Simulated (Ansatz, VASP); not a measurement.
C in VASP and in Ansatz

```
C
1.0
     2.45801   -0.27653    0.00000
    -1.46848    2.26696    0.00000
     0.00000    0.00000    6.92551
C
4
Direct
  0.00000 0.00000 0.00250
  0.00000 0.00000 0.50250
  0.33333 0.66667 0.00250
  0.66667 0.33333 0.50250
```

Change from the starting cell: engineering shear strain xy -0.2250, normal strain along z +0.0525.

Alike in both runs: task single point; functional PBEsol; dispersion D3(BJ); k mesh 18 × 18 × 6; occupations gaussian, width 0.15 eV; no spin polarisation.

```csv
,VASP,Ansatz
version,VASP 6.6.1,Ansatz 0.2.0
potentials or method,"VASP PAW PBE potentials, release 64 (C), cutoff 520 eV","scalar-relativistic, plane waves, PAW"
valence electrons in the cell,16,16
```

|  | VASP | Ansatz | Ansatz less VASP |
| --- | --- | --- | --- |
| gap on the k mesh at the Fermi level (eV) | 0.42 | 0.42 | 0.000 |
| least direct gap on the mesh (eV) | 0.55 | 0.55 | +0.005 |
| pressure (GPa) | 19.9 | 19.2 | -0.76 |
| traceless stress, the component that is largest in VASP (GPa) | 104.08 | 103.70 | -0.380 |
| rms of the force components (eV/Å) | 2.154 | 2.118 | -0.0363 |

VASP's potentials were made for PBE, not for PBEsol, and Ansatz warns of the same on its side. Atom by atom the forces differ by 0.041 eV/Å (rms over components).
